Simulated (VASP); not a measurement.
The system is CuF.

```
CELL_PARAMETERS angstrom
2.73846 0.00000 0.00000
0.00000 2.73846 0.00000
0.00000 0.00000 2.73846
ATOMIC_POSITIONS crystal
Cu 0.00000 0.00000 0.00000
F 0.50000 0.50000 0.50000
```

Base run:

| Property | Result |
| --- | --- |
| Program | VASP 6.6.1 |
| Functional | r2SCAN |
| Potentials or basis | VASP PAW PBE potentials, release 64 (Cu, F) |
| Cutoff | 520 eV |
| k mesh | 10 × 10 × 10 |
| Occupations | fermi-dirac, width 0.02 eV |
| Spin | no spin polarisation |

Its results: band gap on the k mesh zero (band 9 reaches 4.92 eV, above the bottom of band 10 at 4.51 eV); pressure -0.1 GPa.

Q: The run is repeated on the same cell with these changes: functional from r2SCAN to PBE; further incar settings from ALGO = Normal; EDIFF = 1e-06; NBANDS = 16 to ALGO = Normal; EDIFF = 1e-07; NBANDS = 16. What comes out?

A: Band gap on the k mesh zero (band 9 reaches 5.04 eV, above the bottom of band 10 at 4.67 eV); pressure 6.5 GPa.

Caveats: semilocal functionals often make such compounds metallic where correlation or magnetic order opens a gap, which also shifts bond lengths; the PAW data sets were made with another functional, which shifts forces and pressure a little (some runs).
